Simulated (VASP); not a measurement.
# Al15Cu8 (P1) in VASP: single point with r2SCAN

Aim: the single point of Al15Cu8 with r2SCAN.

All numbers are computed with VASP 6.6.1; they aren't measurements. Logs are shortened: lines on timing, memory, paths and dates and some standing lists are left out, and cuts for length are marked.

**1. The cell of the first run**

The typed cell holds 23 atoms: a = 8.186 Å, b = 8.187 Å, c = 8.185 Å, α = 86.70°, β = 121.93°, γ = 121.92°.

**2. Single point, r2SCAN**

POSCAR

```
Al15Cu8
1.0
    3.9735471987     -3.9735531659      5.9524423797
   -3.9734226878     -3.9741078812     -5.9529226867
    3.9725231269      3.9734286550     -5.9518062654
Al Cu
15 8
Direct
    0.7491632036      0.1242280764      0.8744087865
    0.7461462825      0.1230735278      0.3725547607
    0.2492287796      0.1230066983      0.8754234244
    0.2491510635      0.1297304938      0.3796688537
    0.7516528877      0.6253967979      0.8754253739
    0.7491586978      0.6242642449      0.3739681039
    0.2485275272      0.6184318339      0.8681018185
    0.2489302644      0.6256946209      0.3726855648
    0.2416478012      0.3705896942      0.1205415364
    0.2491402882      0.3741459686      0.6243350288
    0.7490270812      0.3761098013      0.1258538378
    0.7489691205      0.3706254848      0.6276238643
    0.2563827626      0.8780147050      0.6276883950
    0.7494605635      0.8783284707      0.1206425363
    0.7487776531      0.8723972143      0.6223366206
    0.9976749578      0.2457213558      0.7467867111
    0.9981160908      0.2517262157      0.2504586486
    0.5003659134      0.2514452519      0.7524818317
    0.4982536143      0.2509108494      0.2512790841
    0.9998667887      0.7471052300      0.7476897155
    0.9998473622      0.7523296098      0.2512826507
    0.5000260805      0.7480753907      0.7469084760
    0.4981004269      0.7470763068      0.2457802888
```

INCAR.step1

```
SYSTEM = Al15Cu8
PREC = Accurate
ENCUT = 520
ISMEAR = 0
SIGMA = 0.1
LREAL = Auto
LASPH = .TRUE.
NELM = 100
ISYM = 0
NBANDS = 84
GGA = PE
ALGO = Normal
EDIFF = 1E-4
LWAVE = .TRUE.
LCHARG = .FALSE.
```

INCAR.step2

```
SYSTEM = Al15Cu8
PREC = Accurate
ENCUT = 520
EDIFF = 1E-7
ISMEAR = 0
SIGMA = 0.1
LREAL = Auto
LASPH = .TRUE.
NELM = 100
ALGO = Normal
ISIF = 2
LWAVE = .FALSE.
LCHARG = .FALSE.
METAGGA = R2SCAN
LMIXTAU = .TRUE.
ISYM = 0
NBANDS = 84
ISTART = 1
```

KPOINTS

```
Automatic mesh
0
Gamma
  2 2 2
  0.5 0.5 0.5
```

Potentials or basis: VASP PAW PBE potentials, release 64 (Al, Cu).

On the command line:

```
> cat potpaw_PBE.64/Al/POTCAR potpaw_PBE.64/Cu/POTCAR > POTCAR
> cp INCAR.step1 INCAR
> mpirun -np 1 vasp_std > vasp.out
> cp INCAR.step2 INCAR
> mpirun -np 1 vasp_std > vasp.out
```

OUTCAR:

```text
SYSTEM = Al15Cu8
   PREC = Accurate
   ENCUT = 520
   EDIFF = 1E-7
   ISMEAR = 0
   LREAL = Auto
   LASPH = .TRUE.
   NELM = 100
   ISIF = 2
   METAGGA = R2SCAN
   ISYM = 0
   ISTART = 1

 ion  position               nearest neighbor table
   1  0.749  0.124  0.874-  18 2.49  17 2.49  16 2.49  22 2.49  14 2.77   9 2.77  13 2.77  12 2.77
                            11 3.00  15 3.00
   2  0.746  0.123  0.373-  17 2.47  16 2.48  19 2.49  23 2.49  11 2.81  15 2.81  10 2.83  12 2.98
                            14 2.98
   3  0.249  0.123  0.875-  18 2.47  16 2.48  19 2.49  20 2.49  11 2.81  15 2.81  10 2.82  13 2.98
                             9 2.98
   4  0.249  0.130  0.380-  18 2.47  17 2.47  21 2.50  19 2.50  14 2.81  13 2.81  12 2.81   9 2.81
                            10 2.91
   5  0.752  0.625  0.875-  18 2.47  22 2.48  21 2.49  20 2.49  11 2.81  15 2.81  10 2.82  12 2.98
                            14 2.98
   6  0.749  0.624  0.374-  21 2.47  19 2.47  20 2.47  23 2.47  13 2.85  12 2.85  14 2.85   9 2.85
                            11 2.95  15 2.96
   7  0.249  0.618  0.868-  22 2.47  16 2.47  20 2.50  23 2.50  12 2.81  13 2.81   9 2.81  14 2.82
                            10 2.91
   8  0.249  0.626  0.373-  17 2.47  22 2.48  21 2.49  23 2.49  15 2.81  11 2.81  10 2.83  13 2.98
                             9 2.98
   9  0.242  0.371  0.121-  17 2.47  16 2.48  19 2.49  23 2.49   1 2.77   4 2.81   7 2.81   6 2.85
                             8 2.98   3 2.98
  10  0.249  0.374  0.624-  17 2.47  16 2.47  18 2.47  22 2.47   3 2.82   5 2.82   2 2.83   8 2.83
                             7 2.91   4 2.91
  11  0.749  0.376  0.126-  18 2.47  17 2.47  19 2.49  21 2.49   5 2.81   2 2.81   3 2.81   8 2.81
                             6 2.95   1 3.00
  12  0.749  0.371  0.628-  18 2.47  16 2.48  19 2.49  20 2.49   1 2.77   7 2.81   4 2.81   6 2.85
                             2 2.98   5 2.98
  13  0.256  0.878  0.628-  18 2.47  22 2.48  21 2.49  20 2.49   1 2.77   4 2.81   7 2.81   6 2.85
                             8 2.98   3 2.98
  14  0.749  0.878  0.121-  17 2.47  22 2.48  21 2.49  23 2.49   1 2.77   4 2.81   7 2.82   6 2.85
                             2 2.98   5 2.98
  15  0.749  0.872  0.622-  22 2.47  16 2.47  20 2.49  23 2.49   8 2.81   5 2.81   2 2.81   3 2.81
                             6 2.96   1 3.00
  16  0.998  0.246  0.747-   7 2.47  15 2.47  10 2.47   2 2.48  12 2.48   3 2.48   9 2.48   1 2.49

  17  0.998  0.252  0.250-   4 2.47  11 2.47  10 2.47   8 2.47  14 2.47   9 2.47   2 2.47   1 2.49

  18  0.500  0.251  0.752-   4 2.47  11 2.47  10 2.47   5 2.47  12 2.47  13 2.47   3 2.47   1 2.49

  19  0.498  0.251  0.251-   6 2.47   2 2.49  12 2.49   9 2.49   3 2.49  11 2.49   4 2.50
  20  1.000  0.747  0.748-   6 2.47   3 2.49   5 2.49  13 2.49  12 2.49  15 2.49   7 2.50
  21  1.000  0.752  0.251-   6 2.47   8 2.49   5 2.49  13 2.49  14 2.49  11 2.49   4 2.50
  22  0.500  0.748  0.747-   7 2.47  15 2.47  10 2.47  13 2.48   8 2.48  14 2.48   5 2.48   1 2.49

  23  0.498  0.747  0.246-   6 2.47  14 2.49   9 2.49   2 2.49   8 2.49  15 2.49   7 2.50

IMPORTANT INFORMATION: All symmetrisations will be switched off!
NOSYMM: (Re-)initialisation of all symmetry stuff for point group C_1.

----------------------------------------------------------------------------------------

                                     Primitive cell

  volume of cell :     375.9077

  direct lattice vectors                    reciprocal lattice vectors
     3.973547199 -3.973553166  5.952442380     0.125846399 -0.125821210 -0.000002331
    -3.973422688 -3.974107881 -5.952922687     0.000004752 -0.125818106 -0.083993054
     3.972523127  3.973428655 -5.951806265     0.125855096  0.000007049 -0.084009743

  length of vectors
     8.185949694  8.186507792  8.184929633     0.177955874  0.151277985  0.151318016

  position of ions in fractional coordinates (direct lattice)
     0.749163204  0.124228076  0.874408786
     0.746146282  0.123073528  0.372554761
     0.249228780  0.123006698  0.875423424
     0.249151064  0.129730494  0.379668854
     0.751652888  0.625396798  0.875425374
     0.749158698  0.624264245  0.373968104
[... 15 lines left out ...]
     0.500026080  0.748075391  0.746908476
     0.498100427  0.747076307  0.245780289

  ion indices of the primitive-cell ions
   primitive index   ion index
                 1           1
                 2           2
                 3           3
                 4           4
                 5           5
                 6           6
[... 15 lines left out ...]
                22          22
                23          23

----------------------------------------------------------------------------------------

 KPOINTS: Automatic mesh

Automatic generation of k-mesh.
 Grid dimensions read from file:
 generate k-points for:    2    2    2

 Generating k-lattice:

  Cartesian coordinates                     Fractional coordinates (reciprocal lattice)
     0.062923199 -0.062910605 -0.000001165     0.500000000 -0.000000000  0.000000000
     0.000002376 -0.062909053 -0.041996527     0.000000000  0.500000000  0.000000000
     0.062927548  0.000003524 -0.042004871     0.000000000 -0.000000000  0.500000000

  Length of vectors
     0.088977937  0.075638993  0.075659008

  Shift w.r.t. Gamma in fractional coordinates (k-lattice)
     0.500000000  0.500000000  0.500000000

 Subroutine IBZKPT returns following result:
 ===========================================

 Found      4 irreducible k-points:

 Following reciprocal coordinates:
            Coordinates               Weight
  0.250000  0.250000  0.250000      2.000000
 -0.250000  0.250000  0.250000      2.000000
  0.250000 -0.250000  0.250000      2.000000
 -0.250000 -0.250000  0.250000      2.000000
   k-points           NKPTS =      4   k-points in BZ     NKDIM =      4   number of bands    NBANDS=     84
   number of dos      NEDOS =    301   number of ions     NIONS =     23
   total plane-waves  NPLWV = 262144
   dimension x,y,z NGX =    64 NGY =   64 NGZ =   64
   dimension x,y,z NGXF=   128 NGYF=  128 NGZF=  128
   ions per type =              15   8
   NGX,Y,Z   is equivalent  to a cutoff of  13.00, 13.00, 13.00 a.u.
   NGXF,Y,Z  is equivalent  to a cutoff of  26.00, 25.99, 26.00 a.u.
 SYSTEM =  Al15Cu8
   PREC   = accura    normal or accurate (medium, high low for compatibility)
   ISTART =      1    job   : 0-new  1-cont  2-samecut
   ICHARG =      0    charge: 1-file 2-atom 10-const
   ISPIN  =      1    spin polarized calculation?
   LNONCOLLINEAR =      F non collinear calculations
   LSORBIT =      F    spin-orbit coupling
   LASPH  =      T    aspherical Exc in radial PAW
   ENCUT  =  520.0 eV  38.22 Ry    6.18 a.u.  15.22 15.22 15.22*2*pi/ulx,y,z
   NELM   =    100;   NELMIN=  2; NELMDL=  0     # of ELM steps
   EDIFF  = 0.1E-06   stopping-criterion for ELM
   LREAL  =      T    real-space projection
   EDIFFG = 0.1E-05   stopping-criterion for IOM
   NSW    =      0    number of steps for IOM
   IBRION =     -1    ionic relax: 0-MD 1-quasi-New 2-CG
   NFREE  =      0    steps in history (QN), initial steepest desc. (CG)
   ISIF   =      2    stress and relaxation
   ISYM   =      0    0-nonsym 1-usesym 2-fastsym
   POTIM  = 0.5000    time-step for ionic-motion
   TEBEG  =    0.0;   TEEND  =   0.0 temperature during run
   PSTRESS=    0.0 pullay stress
   NELECT =     133.0000    total number of electrons
   NUPDOWN=      -1.0000    fix difference up-down
   EMIN   =  10.00;   EMAX   =-10.00  energy-range for DOS
   EFERMI =   0.00;   METHOD = LEGACY
   ISMEAR =     0;   SIGMA  =   0.10  broadening in eV -4-tet -1-fermi 0-gaus
   EFERMI_NEDOS =   21; number of points for ismear=-14 and -15
   IALGO  =     38    algorithm
   IMIX   =      4    mixing-type and parameters
     AMIX     =   0.40;   BMIX     =  1.00
     AMIX_MAG =   1.60;   BMIX_MAG =  1.00
  volume/ion in A,a.u.               =      16.34       110.29
  Fermi-wavevector in a.u.,A,eV,Ry     =   1.157884  2.188083 18.241260  1.340695
  Thomas-Fermi vector in A             =   2.294491
   LORBIT       =      0    0 simple, 1 ext, 2 COOP (PROOUT), +10 PAW based schemes
   METAGGA = R2SCAN    functional components
   LHFCALC =     F    Hartree Fock is set to
   AEXX    =    0.0000 exact exchange contribution
   IVDW    =     0    specifies the selected vdW correction
   LEPSILON=     F    determine dielectric tensor
   LRPA    =     F    only Hartree local field effects (RPA)
 non-spin polarized calculation
 Gauss-broadening in eV      SIGMA  =   0.10
  energy-cutoff  :      520.00
  volume of cell :      375.91
 maximum number of plane-waves:     10140
 NGX is ok and might be reduce to    64
   NGX = 31   NGY = 31   NGZ = 31

 number of electron     132.9999982 magnetization

 Free energy of the ion-electron system (eV)
  ---------------------------------------------------
  ext. energy  EPLUGINS =         0.00000000
  ---------------------------------------------------
  free energy    TOTEN  =      -190.78984151 eV

  energy without entropy =     -190.74401497  energy(sigma->0) =     -190.76692824

 E-fermi :   6.4054     XC(G=0): -11.0117

 val. band max:        6.3761891434   @ k =   0.2500  -0.2500   0.2500
 cond. band min:       6.7306300033   @ k =   0.2500  -0.2500   0.2500
 fundamental gap:      0.3544408600
 Fermi energy:         6.4054226700

 k-point     1 :       0.2500    0.2500    0.2500
  band No.  band energies     occupation
      1      -2.7363      2.00000
      2      -2.7262      2.00000
      3      -2.6785      2.00000
      4      -2.1767      2.00000
      5      -0.7373      2.00000
      6      -0.6711      2.00000
[... 70 lines left out ...]
     77      10.0989      0.00000
     78      10.1430      0.00000

 k-point     2 :      -0.2500    0.2500    0.2500
  band No.  band energies     occupation
      1      -3.7995      2.00000
      2      -1.7670      2.00000
      3      -1.6424      2.00000
      4      -1.5320      2.00000
      5      -1.5314      2.00000
      6      -0.9585      2.00000
[... 70 lines left out ...]
     77       9.5014      0.00000
     78       9.5028      0.00000

 k-point     3 :       0.2500   -0.2500    0.2500
  band No.  band energies     occupation
      1      -3.4758      2.00000
      2      -2.5497      2.00000
      3      -2.2310      2.00000
      4      -1.1604      2.00000
      5      -1.0083      2.00000
      6      -0.5570      2.00000
[... 70 lines left out ...]
     77       9.6956      0.00000
     78       9.7080      0.00000

 k-point     4 :      -0.2500   -0.2500    0.2500
  band No.  band energies     occupation
      1      -3.4766      2.00000
      2      -2.5499      2.00000
      3      -2.2284      2.00000
      4      -1.1610      2.00000
      5      -1.0109      2.00000
      6      -0.5547      2.00000
[... 70 lines left out ...]
     77       9.7005      0.00000
     78       9.7106      0.00000
 [bands above 78 left out]

------------------------ aborting loop because EDIFF is reached ----------------------------------------

  FORCE on cell =-STRESS in cart. coord.  units (eV):
  Direction    XX          YY          ZZ          XY          YZ          ZX
  --------------------------------------------------------------------------------------
  -------------------------------------------------------------------------------------
  Total       -0.0946059     -0.0366058     -0.4128143      0.0018111     -0.0096913     -0.0004143
  in kB       -0.4032251     -0.1560198     -1.7594787      0.0077191     -0.0413060     -0.0017659
  external PRESSURE =      -0.7729079 kB  Pullay stress =       0.0000000 kB

 VOLUME and BASIS-vectors are now :
 -----------------------------------------------------------------------------
  energy-cutoff  :      520.00
  volume of cell :      375.91
      direct lattice vectors                 reciprocal lattice vectors
     3.973547199 -3.973553166  5.952442380     0.125846399 -0.125821210 -0.000002331
    -3.973422688 -3.974107881 -5.952922687     0.000004752 -0.125818106 -0.083993054
     3.972523127  3.973428655 -5.951806265     0.125855096  0.000007049 -0.084009743

 POSITION                                       TOTAL-FORCE (eV/Angst)
 -----------------------------------------------------------------------------------
      5.95683      0.00387     -1.48448        -0.013631     -0.004919      0.005146
      3.95581     -1.97364      1.49137         0.004380      0.006764      0.006463
      3.97920      1.99927     -4.45908        -0.000847      0.011767      0.000047
      1.98278      0.00301     -1.54893        -0.003154     -0.004839     -0.001116
      3.97941     -1.99369     -4.45913        -0.000978     -0.007941     -0.001704
      1.98195     -3.97178     -1.48266        -0.004030      0.000813     -0.008237
[... 15 lines left out ...]
      1.98157     -1.99202     -5.92231         0.004026     -0.008080      0.009054
     -0.01286     -3.97160     -2.94521        -0.033292      0.002144     -0.021988
 -----------------------------------------------------------------------------------
    total drift:                               -0.009600      0.003926     -0.000800

  FREE ENERGIE OF THE ION-ELECTRON SYSTEM (eV)
  ---------------------------------------------------
  free  energy   TOTEN  =      -190.7898415127 eV

  energy  without entropy=     -190.7440149745  energy(sigma->0) =     -190.76692824
```

Wall time 12 min (1 thread of Intel Xeon 6975P-C (Granite Rapids), shared host); peak memory 0.65 GiB.

What came out:

```
Free energy            : -190.7898 eV
Pressure               : -0.1 GPa
Largest force          : 0.048 eV/Å
Band gap on the k mesh : zero (an odd number of electrons rules out a gap without spin polarisation)
```

Forces on the atoms (eV/Å):
```
Al  -0.014 -0.005  0.005
Al   0.004  0.007  0.006
Al  -0.001  0.012  0.000
Al  -0.003 -0.005 -0.001
Al  -0.001 -0.008 -0.002
Al  -0.004  0.001 -0.008
Al   0.016 -0.009 -0.006
Al   0.001  0.000  0.005
Al   0.003 -0.012 -0.003
Al  -0.008 -0.005  0.001
Al   0.003 -0.002  0.015
Al  -0.001  0.002 -0.005
Al  -0.001  0.006 -0.004
Al   0.001  0.021 -0.001
Al   0.002 -0.008 -0.005
Cu   0.004  0.003  0.007
Cu  -0.005  0.002 -0.003
Cu   0.001  0.003 -0.011
Cu  -0.001  0.043  0.021
Cu   0.034  0.001 -0.017
Cu  -0.002 -0.042  0.018
Cu   0.004 -0.008  0.009
Cu  -0.033  0.002 -0.022
```

Stress tensor (GPa, compression positive):
```
-0.04  0.00  0.00
 0.00 -0.02  0.00
 0.00  0.00 -0.18
```

Caveat: the k points lie up to 0.48 Å⁻¹ apart, too coarse for converged energies and pressures of a metal; the PAW data sets were made with another functional, which shifts forces and pressure a little.

The gap in the log of VASP goes by the Fermi energy; the results here count the filled bands.